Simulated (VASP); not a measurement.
# Ru (P6_3/mmc) in VASP: single point with PBE

Aim: the single point of Ru with PBE.

Everything below comes from runs of VASP 6.6.1. Logs are shortened: lines on timing, memory, paths and dates and some standing lists are left out, and cuts for length are marked.

## (1) The cell of the first run

It takes space group P6_3/mmc (No. 194, hexagonal). Conventional cell: a = 2.706 Å, b = 2.706 Å, c = 4.282 Å, α = 90.00°, β = 90.00°, γ = 120.00°. Within 3.5 Å of Ru (site symmetry -6m2) lie 12 Ru at 2.65 to 2.71 Å.

## (2) Single point, PBE

INCAR reads:

```
SYSTEM = Ru
PREC = Accurate ; ENCUT = 520
EDIFF = 1E-6 ; ISMEAR = 0
SIGMA = 0.15 ; LREAL = .FALSE.
LASPH = .TRUE. ; NELM = 80
ALGO = Fast ; ISIF = 2
LWAVE = .FALSE. ; LCHARG = .FALSE.
GGA = PE ; NBANDS = 21
```

KPOINTS reads:

```
Automatic mesh
0
G
  24 24 12
  0 0 0
```

POSCAR reads:

```
Ru
1.0
    2.7057993342      0.0000000000      0.0000000000
   -1.3528996671      2.3432909610      0.0000000000
    0.0000000000      0.0000000000      4.2819000000
Ru
2
Direct
    0.3333333333      0.6666666667      0.2500000000
    0.6666666667      0.3333333333      0.7500000000
```

Potentials or basis: VASP PAW PBE potentials, release 64 (Ru_pv).

Launch:

```
$ cat potpaw_PBE.64/Ru_pv/POTCAR > POTCAR
$ mpirun -np 1 vasp_std > vasp.out
```

OUTCAR:

```text
SYSTEM = Ru
   PREC = Accurate
   ENCUT = 520
   EDIFF = 1E-6
   ISMEAR = 0
   LREAL = .FALSE.
   LASPH = .TRUE.
   NELM = 80
   ISIF = 2
   GGA = PE

 ion  position               nearest neighbor table
   1  0.333  0.667  0.250-   2 2.65   2 2.65   2 2.65   2 2.65   2 2.65   2 2.65
   2  0.667  0.333  0.750-   1 2.65   1 2.65   1 2.65   1 2.65   1 2.65   1 2.65

  LATTYP: Found a hexagonal cell.
 ALAT       =     2.7057993342
 C/A-ratio  =     1.5824898565

  Lattice vectors:

 A1 = (   2.7057993342,   0.0000000000,   0.0000000000)
 A2 = (  -1.3528996671,   2.3432909610,   0.0000000000)
 A3 = (   0.0000000000,   0.0000000000,   4.2819000000)

Analysis of symmetry for initial positions (statically):
=====================================================================
 Subroutine PRICEL returns:
 Original cell was already a primitive cell.

 Routine SETGRP: Setting up the symmetry group for a
 hexagonal supercell.

 Subroutine GETGRP returns: Found 24 space group operations
 (whereof 12 operations were pure point group operations)
 out of a pool of 24 trial point group operations.

The static configuration has the point symmetry D_3d.
 The point group associated with its full space group is D_6h.

Analysis of symmetry for dynamics (positions and initial velocities):
=====================================================================
 Subroutine PRICEL returns:
 Original cell was already a primitive cell.

 Routine SETGRP: Setting up the symmetry group for a
 hexagonal supercell.

 Subroutine GETGRP returns: Found 24 space group operations
 (whereof 12 operations were pure point group operations)
 out of a pool of 24 trial point group operations.

The dynamic configuration has the point symmetry D_3d.
 The point group associated with its full space group is D_6h.

 Subroutine INISYM returns: Found 24 space group operations
 (whereof 12 operations are pure point group operations),
 and found     1 'primitive' translations

----------------------------------------------------------------------------------------

                                     Primitive cell

  volume of cell :      27.1493

  direct lattice vectors                    reciprocal lattice vectors
     2.705799334  0.000000000  0.000000000     0.369576556  0.213375124  0.000000000
    -1.352899667  2.343290961  0.000000000     0.000000000  0.426750249  0.000000000
     0.000000000  0.000000000  4.281900000     0.000000000  0.000000000  0.233541185

  length of vectors
     2.705799334  2.705799334  4.281900000     0.426750249  0.426750249  0.233541185

  position of ions in fractional coordinates (direct lattice)
     0.333333333  0.666666667  0.250000000
     0.666666667  0.333333333  0.750000000

  ion indices of the primitive-cell ions
   primitive index   ion index
                 1           1
                 2           2

----------------------------------------------------------------------------------------

 KPOINTS: Automatic mesh

Automatic generation of k-mesh.
 Grid dimensions read from file:
 generate k-points for:   24   24   12

 Generating k-lattice:

  Cartesian coordinates                     Fractional coordinates (reciprocal lattice)
     0.015399023  0.008890630  0.000000000     0.041666667  0.000000000  0.000000000
     0.000000000  0.017781260  0.000000000     0.000000000  0.041666667  0.000000000
     0.000000000  0.000000000  0.019461765     0.000000000  0.000000000  0.083333333

  Length of vectors
     0.017781260  0.017781260  0.019461765

  Shift w.r.t. Gamma in fractional coordinates (k-lattice)
     0.000000000  0.000000000  0.000000000

 Subroutine IBZKPT returns following result:
 ===========================================

 Found    427 irreducible k-points:

 Following reciprocal coordinates:
            Coordinates               Weight
  0.000000  0.000000  0.000000      1.000000
  0.041667  0.000000  0.000000      6.000000
  0.083333  0.000000  0.000000      6.000000
  0.125000  0.000000  0.000000      6.000000
  0.166667  0.000000  0.000000      6.000000
  0.208333 -0.000000  0.000000      6.000000
[... 16 lines left out ...]
  0.416667  0.041667  0.000000     12.000000
  0.458333  0.041667  0.000000     12.000000
 [... further k-points ...]
   k-points           NKPTS =    427   k-points in BZ     NKDIM =    427   number of bands    NBANDS=     21
   number of dos      NEDOS =    301   number of ions     NIONS =      2
   total plane-waves  NPLWV =  12800
   dimension x,y,z NGX =    20 NGY =   20 NGZ =   32
   dimension x,y,z NGXF=    40 NGYF=   40 NGZF=   64
   ions per type =               2
   NGX,Y,Z   is equivalent  to a cutoff of  12.29, 12.29, 12.42 a.u.
   NGXF,Y,Z  is equivalent  to a cutoff of  24.58, 24.58, 24.85 a.u.
 SYSTEM =  Ru
   PREC   = accura    normal or accurate (medium, high low for compatibility)
   ISTART =      0    job   : 0-new  1-cont  2-samecut
   ICHARG =      2    charge: 1-file 2-atom 10-const
   ISPIN  =      1    spin polarized calculation?
   LNONCOLLINEAR =      F non collinear calculations
   LSORBIT =      F    spin-orbit coupling
   LASPH  =      T    aspherical Exc in radial PAW
   ENCUT  =  520.0 eV  38.22 Ry    6.18 a.u.   5.03  5.03  7.96*2*pi/ulx,y,z
   NELM   =     80;   NELMIN=  2; NELMDL= -5     # of ELM steps
   EDIFF  = 0.1E-05   stopping-criterion for ELM
   LREAL  =      F    real-space projection
   EDIFFG = 0.1E-04   stopping-criterion for IOM
   NSW    =      0    number of steps for IOM
   IBRION =     -1    ionic relax: 0-MD 1-quasi-New 2-CG
   NFREE  =      0    steps in history (QN), initial steepest desc. (CG)
   ISIF   =      2    stress and relaxation
   ISYM   =      2    0-nonsym 1-usesym 2-fastsym
   POTIM  = 0.5000    time-step for ionic-motion
   TEBEG  =    0.0;   TEEND  =   0.0 temperature during run
   PSTRESS=    0.0 pullay stress
   NELECT =      28.0000    total number of electrons
   NUPDOWN=      -1.0000    fix difference up-down
   EMIN   =  10.00;   EMAX   =-10.00  energy-range for DOS
   EFERMI =   0.00;   METHOD = LEGACY
   ISMEAR =     0;   SIGMA  =   0.15  broadening in eV -4-tet -1-fermi 0-gaus
   EFERMI_NEDOS =   21; number of points for ismear=-14 and -15
   IALGO  =     68    algorithm
   IMIX   =      4    mixing-type and parameters
     AMIX     =   0.40;   BMIX     =  1.00
     AMIX_MAG =   1.60;   BMIX_MAG =  1.00
  volume/ion in A,a.u.               =      13.57        91.61
  Fermi-wavevector in a.u.,A,eV,Ry     =   1.654022  3.125649 37.222686  2.735790
  Thomas-Fermi vector in A             =   2.742361
   LORBIT       =      0    0 simple, 1 ext, 2 COOP (PROOUT), +10 PAW based schemes
   GGA     = PE    functional components
   LHFCALC =     F    Hartree Fock is set to
   AEXX    =    0.0000 exact exchange contribution
   IVDW    =     0    specifies the selected vdW correction
   LEPSILON=     F    determine dielectric tensor
   LRPA    =     F    only Hartree local field effects (RPA)
 non-spin polarized calculation
 RMM-DIIS sequential band-by-band and
 Gauss-broadening in eV      SIGMA  =   0.15
  energy-cutoff  :      520.00
  volume of cell :       27.15
 maximum number of plane-waves:       756
 NGX is ok and might be reduce to    20
   NGX =  9   NGY =  9   NGZ = 15

 number of electron      28.0000008 magnetization

 Free energy of the ion-electron system (eV)
  ---------------------------------------------------
  ext. energy  EPLUGINS =         0.00000000
  ---------------------------------------------------
  free energy    TOTEN  =       -18.47150914 eV

  energy without entropy =      -18.45147192  energy(sigma->0) =      -18.46149053

 E-fermi :  12.8583     XC(G=0): -14.1212

 val. band max:       12.8494500575   @ k =   0.2917  -0.0000   0.1667
 cond. band min:      12.8592473873   @ k =   0.2500   0.2500   0.2500
 fundamental gap:      0.0097973299
 Fermi energy:        12.8583419109

 k-point     1 :       0.0000    0.0000    0.0000
  band No.  band energies     occupation
      1     -30.8077      2.00000
      2     -29.8750      2.00000
      3     -29.8750      2.00000
      4     -29.7048      2.00000
      5     -29.7048      2.00000
      6     -29.6640      2.00000
[... 13 lines left out ...]
     20      23.2590      0.00000
     21      23.2891      0.00000

 k-point     2 :       0.0417    0.0000    0.0000
  band No.  band energies     occupation
      1     -30.8017      2.00000
      2     -29.8877      2.00000
      3     -29.8793      2.00000
      4     -29.7182      2.00000
      5     -29.7066      2.00000
      6     -29.6667      2.00000
[... 13 lines left out ...]
     20      23.2589      0.00000
     21      23.2872      0.00000

 k-point     3 :       0.0833    0.0000    0.0000
  band No.  band energies     occupation
      1     -30.7841      2.00000
      2     -29.9251      2.00000
      3     -29.8919      2.00000
      4     -29.7571      2.00000
      5     -29.7117      2.00000
      6     -29.6750      2.00000
[... 13 lines left out ...]
     20      23.2589      0.00000
     21      23.2825      0.00000

 k-point     4 :       0.1250    0.0000    0.0000
  band No.  band energies     occupation
      1     -30.7553      2.00000
      2     -29.9845      2.00000
      3     -29.9115      2.00000
      4     -29.8183      2.00000
      5     -29.7203      2.00000
      6     -29.6887      2.00000
[... 13 lines left out ...]
     20      23.2589      0.00000
     21      23.2768      0.00000

 k-point     5 :       0.1667    0.0000    0.0000
  band No.  band energies     occupation
      1     -30.7164      2.00000
      2     -30.0620      2.00000
      3     -29.9366      2.00000
      4     -29.8969      2.00000
      5     -29.7318      2.00000
      6     -29.7080      2.00000
[... 13 lines left out ...]
     20      23.2589      0.00000
     21      23.2719      0.00000
[... 382 lines left out ...]
     20      23.2563      0.00000
     21      23.9057      0.00000

 k-point    22 :       0.3750    0.0417    0.0000
  band No.  band energies     occupation
      1     -30.5420      2.00000
      2     -30.4019      2.00000
      3     -30.3598      2.00000
      4     -30.0891      2.00000
      5     -29.8984      2.00000
      6     -29.8190      2.00000
[... 13 lines left out ...]
     20      23.5943      0.00000
     21      23.7136      0.00000

 k-point    23 :       0.4167    0.0417    0.0000
  band No.  band energies     occupation
      1     -30.5900      2.00000
      2     -30.4025      2.00000
      3     -30.3545      2.00000
      4     -30.1044      2.00000
      5     -29.9334      2.00000
      6     -29.8276      2.00000
[... 13 lines left out ...]
     20      24.4077      0.00000
     21      26.0055      0.00000

 k-point    24 :       0.4583    0.0417    0.0000
  band No.  band energies     occupation
      1     -30.6149      2.00000
      2     -30.4246      2.00000
      3     -30.3264      2.00000
      4     -30.1122      2.00000
      5     -29.9550      2.00000
      6     -29.8321      2.00000
[... 13 lines left out ...]
     20      24.8179      0.00000
     21      25.6919      0.00000

 [... further k-points ...]
[... 5 lines left out ...]
  --------------------------------------------------------------------------------------
  -------------------------------------------------------------------------------------
  Total        0.8283636      0.8283636      0.6072864     -0.0000000      0.0000000      0.0000000
  in kB       48.8847332     48.8847332     35.8381666     -0.0000000      0.0000000      0.0000000
  external PRESSURE =      44.5358777 kB  Pullay stress =       0.0000000 kB

 VOLUME and BASIS-vectors are now :
 -----------------------------------------------------------------------------
  energy-cutoff  :      520.00
  volume of cell :       27.15
      direct lattice vectors                 reciprocal lattice vectors
     2.705799334  0.000000000  0.000000000     0.369576556  0.213375124  0.000000000
    -1.352899667  2.343290961  0.000000000     0.000000000  0.426750249  0.000000000
     0.000000000  0.000000000  4.281900000     0.000000000  0.000000000  0.233541185

 POSITION                                       TOTAL-FORCE (eV/Angst)
 -----------------------------------------------------------------------------------
     -0.00000      1.56219      1.07048        -0.000000     -0.000000      0.000000
      1.35290      0.78110      3.21143         0.000000      0.000000      0.000000
 -----------------------------------------------------------------------------------
    total drift:                               -0.000000      0.000000     -0.000000

  FREE ENERGIE OF THE ION-ELECTRON SYSTEM (eV)
  ---------------------------------------------------
  free  energy   TOTEN  =       -18.4715091359 eV

  energy  without entropy=      -18.4514719224  energy(sigma->0) =      -18.46149053
```

Run time: 4.9 min. Hardware: 1 thread of Intel Xeon 6975P-C, shared host; peak memory 0.29 GiB.

What came out:

| Property | Result |
| --- | --- |
| Free energy | -18.4715 eV |
| Pressure | 4.5 GPa |
| Band gap on the k mesh | zero (band 14 reaches 14.45 eV, above the bottom of band 15 at 11.28 eV) |
